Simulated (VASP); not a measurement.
Input of a VASP 6.6.1 run:

The input INCAR:

```
SYSTEM = B3As
ALGO = Normal
EDIFF = 1E-6
EDIFFG = -0.04
ENCUT = 600
GGA = PE
IBRION = 2
ISIF = 3
ISMEAR = 0
LASPH = .TRUE.
LCHARG = .FALSE.
LREAL = .FALSE.
LWAVE = .FALSE.
NELM = 60
NSW = 90
PREC = Accurate
SIGMA = 0.1
```

The input KPOINTS:

```
k-points
0
G
  6 6 6
  0 0 0
```

Contents of POSCAR:

```
B3As
1.0
    0.0000000000      3.0142193300      3.0142193300
    3.0142193300      0.0000000000      3.0142193300
    3.0142193300      3.0142193300      0.0000000000
B As
3 1
Direct
    0.2500000000      0.2500000000      0.2500000000
    0.7500000000      0.7500000000      0.7500000000
    0.5000000000      0.5000000000      0.5000000000
    0.0000000000      0.0000000000      0.0000000000
```

Potentials or basis: VASP PAW PBE potentials, release 64 (B, As).

The run is started by

```sh
$ cat potpaw_PBE.64/B/POTCAR potpaw_PBE.64/As/POTCAR > POTCAR
$ mpirun -np 1 vasp_std > vasp.out
```

(1) What does it give for the relaxed volume?

(2) What does it give for the space group after relaxing (to 0.05 Å)?

(3) Predict the relaxed cell.

Results:

(1) 9.72 Å³/atom.

(2) Fm-3m (No. 225).

(3) a = 3.802 Å, b = 3.802 Å, c = 3.802 Å, α = 60.00°, β = 60.00°, γ = 60.00°.

Caveat: the volume moved by over 15 % at a fixed basis, so the end points are rough.
